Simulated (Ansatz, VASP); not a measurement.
RbCl: VASP beside Ansatz

```
Rb Cl
1.0
     0.00000    3.38229    3.38229
     3.38229    0.00000    3.38229
     3.38229    3.38229    0.00000
Rb Cl
1 1
Direct
  0.00000 0.00000 0.00000
  0.50000 0.50000 0.50000
```

Alike in both runs: task single point; functional PBE; k mesh 6 × 6 × 6; no spin polarisation.

|  | VASP | Ansatz |
| --- | --- | --- |
| version | VASP 6.6.1 | Ansatz 0.2.0 |
| potentials or method | VASP PAW PBE potentials, release 64 (Rb_sv, Cl) | plane waves, PAW |
| plane-wave cutoff (eV) | 500 | 420 |
| occupations | gaussian, width 0.01 eV | fixed |
| valence electrons in the cell | 16 | 16 |

Ansatz gave:

* gap on the k mesh at the Fermi level (eV): 4.75
* pressure (GPa): -0.4

Problem. Estimate VASP's values.

Solution. gap on the k mesh at the Fermi level (eV): 4.74; pressure (GPa): -0.4.
